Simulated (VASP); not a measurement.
# Al3O in VASP: further runs

Al3O is run at these levels: LDA; tasks: single point.

All numbers are computed with VASP 6.6.1; they aren't measurements. Logs are shortened: lines on timing, memory, paths and dates and some standing lists are left out, and cuts for length are marked.

## Step 1: The cell of the first run

The cell holds a slab with vacuum, 4 atoms: a = 2.817 Å, b = 2.817 Å, c = 21.104 Å, α = 90.00°, β = 90.00°, γ = 90.00°.

## Step 2: Single point, LDA

File INCAR:

```
SYSTEM = Al3O
PREC = Accurate
ENCUT = 520
EDIFF = 1E-6
ISMEAR = 0
SIGMA = 0.1
LREAL = .False.
LASPH = .True.
NELM = 60
ALGO = Normal
ISIF = 2
LWAVE = .False.
LCHARG = .False.
LDIPOL = .True.
IDIPOL = 3
DIPOL = 0.5 0.5 0.335
NBANDS = 16
```

File KPOINTS:

```
regular mesh
0
Gamma
  9 9 1
  0 0 0
```

File POSCAR:

```
Al3O
1.0
    2.8168432364      0.0000000000      0.0000000000
    0.0000000000      2.8168432364      0.0000000000
    0.0000000000      0.0000000000     21.1042970937
Al O
3 1
Direct
    0.5000000000      0.5000000000      0.1895348602
    0.0000000000      0.0000000000      0.2867549192
    0.5000000000      0.5000000000      0.3840117042
    0.6666666667      0.6666666667      0.4802006458
```

Potentials or basis: VASP PAW LDA potentials, release 64 (Al, O).

Command:

```bash
$ cat potpaw_LDA.64/Al/POTCAR potpaw_LDA.64/O/POTCAR > POTCAR
$ mpirun -np 1 vasp_std > vasp.out
```

OUTCAR:

```text
SYSTEM = Al3O
   PREC = Accurate
   ENCUT = 520
   EDIFF = 1E-6
   ISMEAR = 0
   LREAL = .False.
   LASPH = .True.
   NELM = 60
   ISIF = 2

 ion  position               nearest neighbor table
   1  0.500  0.500  0.190-   2 2.86   2 2.86   2 2.86   2 2.86
   2  0.000  0.000  0.287-   1 2.86   1 2.86   1 2.86   1 2.86   3 2.86   3 2.86   3 2.86   3 2.86

   3  0.500  0.500  0.384-   4 2.14   2 2.86   2 2.86   2 2.86   2 2.86
   4  0.667  0.667  0.480-   3 2.14

  LATTYP: Found a simple tetragonal cell.
 ALAT       =     2.8168432364
 C/A-ratio  =     7.4921801899

  Lattice vectors:

 A1 = (   2.8168432364,   0.0000000000,   0.0000000000)
 A2 = (   0.0000000000,   2.8168432364,   0.0000000000)
 A3 = (   0.0000000000,   0.0000000000,  21.1042970937)

Analysis of symmetry for initial positions (statically):
=====================================================================
 Subroutine PRICEL returns:
 Original cell was already a primitive cell.

 Routine SETGRP: Setting up the symmetry group for a
 simple tetragonal supercell.

 Subroutine GETGRP returns: Found  2 space group operations
 (whereof  2 operations were pure point group operations)
 out of a pool of 16 trial point group operations.

The static configuration has the point symmetry C_1h.

Analysis of symmetry for dynamics (positions and initial velocities):
=====================================================================
 Subroutine PRICEL returns:
 Original cell was already a primitive cell.

 Routine SETGRP: Setting up the symmetry group for a
 simple tetragonal supercell.

 Subroutine GETGRP returns: Found  2 space group operations
 (whereof  2 operations were pure point group operations)
 out of a pool of 16 trial point group operations.

The dynamic configuration has the point symmetry C_1h.

 Subroutine INISYM returns: Found  2 space group operations
 (whereof  2 operations are pure point group operations),
 and found     1 'primitive' translations

----------------------------------------------------------------------------------------

                                     Primitive cell

  volume of cell :     167.4543

  direct lattice vectors                    reciprocal lattice vectors
     2.816843236  0.000000000  0.000000000     0.355007331  0.000000000  0.000000000
     0.000000000  2.816843236  0.000000000     0.000000000  0.355007331  0.000000000
     0.000000000  0.000000000 21.104297094     0.000000000  0.000000000  0.047383715

  length of vectors
     2.816843236  2.816843236 21.104297094     0.355007331  0.355007331  0.047383715

  position of ions in fractional coordinates (direct lattice)
     0.500000000  0.500000000  0.189534860
     0.000000000  0.000000000  0.286754919
     0.500000000  0.500000000  0.384011704
     0.666666667  0.666666667  0.480200646

  ion indices of the primitive-cell ions
   primitive index   ion index
                 1           1
                 2           2
                 3           3
                 4           4

----------------------------------------------------------------------------------------

 KPOINTS: regular mesh

Automatic generation of k-mesh.
 Grid dimensions read from file:
 generate k-points for:    9    9    1

 Generating k-lattice:

  Cartesian coordinates                     Fractional coordinates (reciprocal lattice)
     0.039445259  0.000000000  0.000000000     0.111111111  0.000000000  0.000000000
     0.000000000  0.039445259  0.000000000     0.000000000  0.111111111  0.000000000
     0.000000000  0.000000000  0.047383715     0.000000000  0.000000000  1.000000000

  Length of vectors
     0.039445259  0.039445259  0.047383715

  Shift w.r.t. Gamma in fractional coordinates (k-lattice)
     0.000000000  0.000000000  0.000000000

 Subroutine IBZKPT returns following result:
 ===========================================

 Found     25 irreducible k-points:

 Following reciprocal coordinates:
            Coordinates               Weight
  0.000000  0.000000  0.000000      1.000000
  0.111111  0.000000  0.000000      4.000000
  0.222222  0.000000  0.000000      4.000000
  0.333333  0.000000  0.000000      4.000000
  0.444444  0.000000  0.000000      4.000000
  0.111111  0.111111  0.000000      2.000000
[... 16 lines left out ...]
 -0.333333  0.444444  0.000000      4.000000
  0.444444  0.444444  0.000000      2.000000
   k-points           NKPTS =     25   k-points in BZ     NKDIM =     25   number of bands    NBANDS=     16
   number of dos      NEDOS =    301   number of ions     NIONS =      4
   total plane-waves  NPLWV =  92160
   dimension x,y,z NGX =    24 NGY =   24 NGZ =  160
   dimension x,y,z NGXF=    48 NGYF=   48 NGZF=  320
   ions per type =               3   1
   NGX,Y,Z   is equivalent  to a cutoff of  14.16, 14.16, 12.60 a.u.
   NGXF,Y,Z  is equivalent  to a cutoff of  28.33, 28.33, 25.21 a.u.
 SYSTEM =  Al3O
   PREC   = accura    normal or accurate (medium, high low for compatibility)
   ISTART =      0    job   : 0-new  1-cont  2-samecut
   ICHARG =      2    charge: 1-file 2-atom 10-const
   ISPIN  =      1    spin polarized calculation?
   LNONCOLLINEAR =      F non collinear calculations
   LSORBIT =      F    spin-orbit coupling
   LASPH  =      T    aspherical Exc in radial PAW
   ENCUT  =  520.0 eV  38.22 Ry    6.18 a.u.   5.24  5.24 39.24*2*pi/ulx,y,z
   NELM   =     60;   NELMIN=  2; NELMDL= -5     # of ELM steps
   EDIFF  = 0.1E-05   stopping-criterion for ELM
   LREAL  =      F    real-space projection
   EDIFFG = 0.1E-04   stopping-criterion for IOM
   NSW    =      0    number of steps for IOM
   IBRION =     -1    ionic relax: 0-MD 1-quasi-New 2-CG
   NFREE  =      0    steps in history (QN), initial steepest desc. (CG)
   ISIF   =      2    stress and relaxation
   ISYM   =      2    0-nonsym 1-usesym 2-fastsym
   POTIM  = 0.5000    time-step for ionic-motion
   TEBEG  =    0.0;   TEEND  =   0.0 temperature during run
   PSTRESS=    0.0 pullay stress
   NELECT =      15.0000    total number of electrons
   NUPDOWN=      -1.0000    fix difference up-down
   EMIN   =  10.00;   EMAX   =-10.00  energy-range for DOS
   EFERMI =   0.00;   METHOD = LEGACY
   ISMEAR =     0;   SIGMA  =   0.10  broadening in eV -4-tet -1-fermi 0-gaus
   EFERMI_NEDOS =   21; number of points for ismear=-14 and -15
   IALGO  =     38    algorithm
   IMIX   =      4    mixing-type and parameters
     AMIX     =   0.40;   BMIX     =  1.00
     AMIX_MAG =   1.60;   BMIX_MAG =  1.00
  volume/ion in A,a.u.               =      41.86       282.51
  Fermi-wavevector in a.u.,A,eV,Ry     =   0.732498  1.384221  7.300253  0.536553
  Thomas-Fermi vector in A             =   1.824976
   LORBIT       =      0    0 simple, 1 ext, 2 COOP (PROOUT), +10 PAW based schemes
   GGA     = CA    functional components
   LHFCALC =     F    Hartree Fock is set to
   AEXX    =    0.0000 exact exchange contribution
   IVDW    =     0    specifies the selected vdW correction
   LEPSILON=     F    determine dielectric tensor
   LRPA    =     F    only Hartree local field effects (RPA)
 non-spin polarized calculation
 Gauss-broadening in eV      SIGMA  =   0.10
  energy-cutoff  :      520.00
  volume of cell :      167.45
 maximum number of plane-waves:      4559
 NGX is ok and might be reduce to    24
   NGX = 11   NGY = 11   NGZ = 79

 number of electron      15.0000004 magnetization

 dipolmoment           0.000000      0.000000      0.225601 electrons x Angstroem

 Free energy of the ion-electron system (eV)
  ---------------------------------------------------
  ext. energy  EPLUGINS =         0.00000000
  ---------------------------------------------------
  free energy    TOTEN  =       -16.21412874 eV

  energy without entropy =      -16.19997067  energy(sigma->0) =      -16.20704971

 E-fermi :  -2.2155     XC(G=0):  -4.5802

 val. band max:       -2.2207760665   @ k =  -0.1111   0.3333   0.0000
 cond. band min:      -2.0918873054   @ k =   0.0000   0.0000   0.0000
 fundamental gap:      0.1288887611
 Fermi energy:        -2.2154977067

 k-point     1 :       0.0000    0.0000    0.0000
  band No.  band energies     occupation
      1     -18.1457      2.00000
      2     -12.7797      2.00000
      3     -10.4377      2.00000
      4      -7.0314      2.00000
      5      -4.5929      2.00000
      6      -2.0919      0.08044
[... 8 lines left out ...]
     15       6.0206      0.00000
     16       6.1646      0.00000

 k-point     2 :       0.1111    0.0000    0.0000
  band No.  band energies     occupation
      1     -18.0919      2.00000
      2     -12.5525      2.00000
      3     -10.2167      2.00000
      4      -6.8288      2.00000
      5      -4.4599      2.00000
      6      -2.4669      1.99962
[... 8 lines left out ...]
     15       5.7477      0.00000
     16       6.3648      0.00000

 k-point     3 :       0.2222    0.0000    0.0000
  band No.  band energies     occupation
      1     -17.9518      2.00000
      2     -11.8731      2.00000
      3      -9.5567      2.00000
      4      -6.2412      2.00000
      5      -4.1039      2.00000
      6      -3.2466      2.00000
[... 8 lines left out ...]
     15       5.2160      0.00000
     16       6.6560      0.00000

 k-point     4 :       0.3333    0.0000    0.0000
  band No.  band energies     occupation
      1     -17.7847      2.00000
      2     -10.7480      2.00000
      3      -8.4687      2.00000
      4      -5.3738      2.00000
      5      -4.8840      2.00000
      6      -4.0160      2.00000
[... 8 lines left out ...]
     15       6.0098      0.00000
     16       6.3285      0.00000
[... 324 lines left out ...]
 k-point    22 :       0.4444    0.3333    0.0000
  band No.  band energies     occupation
      1     -17.3674      2.00000
      2      -7.2210      2.00000
      3      -5.3331      2.00000
      4      -5.1645      2.00000
      5      -4.1123      2.00000
      6      -3.6958      2.00000
[... 8 lines left out ...]
     15       2.9270      0.00000
     16       4.0871      0.00000

 k-point    23 :      -0.3333    0.4444    0.0000
  band No.  band energies     occupation
      1     -17.3674      2.00000
      2      -7.2217      2.00000
      3      -5.3305      2.00000
      4      -5.1690      2.00000
      5      -4.0982      2.00000
      6      -3.6752      2.00000
[... 8 lines left out ...]
     15       2.9223      0.00000
     16       4.0865      0.00000

 k-point    24 :       0.4444    0.4444    0.0000
  band No.  band energies     occupation
      1     -17.2726      2.00000
      2      -5.7541      2.00000
      3      -4.4647      2.00000
      4      -4.2126      2.00000
      5      -3.8064      2.00000
      6      -3.7525      2.00000
[... 8 lines left out ...]
     15       2.6552      0.00000
     16       4.1236      0.00000

 [... further k-points ...]

------------------------ aborting loop because EDIFF is reached ----------------------------------------

 vacuum level on the upper side and lower side of the slab       (xc-potential included)         2.486        -2.523

  FORCE on cell =-STRESS in cart. coord.  units (eV):
  Direction    XX          YY          ZZ          XY          YZ          ZX
  --------------------------------------------------------------------------------------
  -------------------------------------------------------------------------------------
  Total       -2.7301980     -2.7301980     -8.1738162     -0.0615128     -0.9181163     -0.9181163
  in kB      -26.1221235    -26.1221235    -78.2058426     -0.5885455     -8.7843986     -8.7843986
  external PRESSURE =     -43.4833632 kB  Pullay stress =       0.0000000 kB

 VOLUME and BASIS-vectors are now :
 -----------------------------------------------------------------------------
  energy-cutoff  :      520.00
  volume of cell :      167.45
      direct lattice vectors                 reciprocal lattice vectors
     2.816843236  0.000000000  0.000000000     0.355007331  0.000000000  0.000000000
     0.000000000  2.816843236  0.000000000     0.000000000  0.355007331  0.000000000
     0.000000000  0.000000000 21.104297094     0.000000000  0.000000000  0.047383715

 POSITION                                       TOTAL-FORCE (eV/Angst)
 -----------------------------------------------------------------------------------
      1.40842      1.40842      4.00000        -0.012454     -0.012454     -0.140068
      0.00000      0.00000      6.05176         0.033695      0.033695      0.302021
      1.40842      1.40842      8.10430         0.422038      0.422038      3.845390
      1.87790      1.87790     10.13430        -0.443279     -0.443279     -4.007342
 -----------------------------------------------------------------------------------
    total drift:                               -0.000009     -0.000009     -0.000024

  FREE ENERGIE OF THE ION-ELECTRON SYSTEM (eV)
  ---------------------------------------------------
  free  energy   TOTEN  =       -16.2141287445 eV

  energy  without entropy=      -16.1999706693  energy(sigma->0) =      -16.20704971

 vacuum level on the upper side and lower side of the slab         7.219         2.077
```

Run time: 68 s. Hardware: 1 thread of Intel Xeon 6975P-C (Granite Rapids), shared host; peak memory 0.25 GiB.

What came out:

```
Free energy   : -16.2141 eV
Largest force : 4.056 eV/Å
```

Forces in eV/Å, atoms in the order of the input:
```
Al  -0.012 -0.012 -0.140
Al   0.034  0.034  0.302
Al   0.422  0.422  3.845
O   -0.443 -0.443 -4.007
```

Levels at points of the mesh, in eV from the Fermi level:
```csv
k point,band 5,band 6,band 7,band 8,band 9,band 10,band 11,band 12
"(0.00, 0.00, 0.00)",-2.38,0.12,0.16,0.24,3.22,4.89,6.10,6.42
```

Caveat: an odd number of electrons without spin polarisation forces a metal; a magnetic or distorted state may lie lower.

[end of part 1 of 2]
